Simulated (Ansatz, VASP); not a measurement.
**Ti: VASP beside Ansatz**

```
Ti
1.0
    -1.67363    1.67363    1.53974
     1.67363   -1.67363    1.53974
     1.67363    1.67363   -1.53974
Ti
1
Direct
  0.00000 0.00000 0.00000
```

Alike in both runs: task single point; functional PBE; k mesh 28 × 28 × 28; occupations gaussian, width 0.15 eV; no spin polarisation.

|  | VASP | Ansatz |
| --- | --- | --- |
| version | VASP 6.6.1 | Ansatz 0.2.0 |
| potentials or method | VASP PAW PBE potentials, release 64 (Ti_sv), cutoff 520 eV | scalar-relativistic, plane waves, PAW |
| valence electrons in the cell | 12 | 12 |

```csv
,VASP,Ansatz,Ansatz less VASP
gap on the k mesh at the Fermi level (eV),none,none,-
pressure (GPa),-0.1,0.2,+0.27
"traceless stress, the component that is largest in VASP (GPa)",-1.51,-1.50,+0.015
```

A gap of «none» marks a metal or a gap that the smearing closes. With one functional, cell and mesh, what is left measures potentials, basis and numerics.
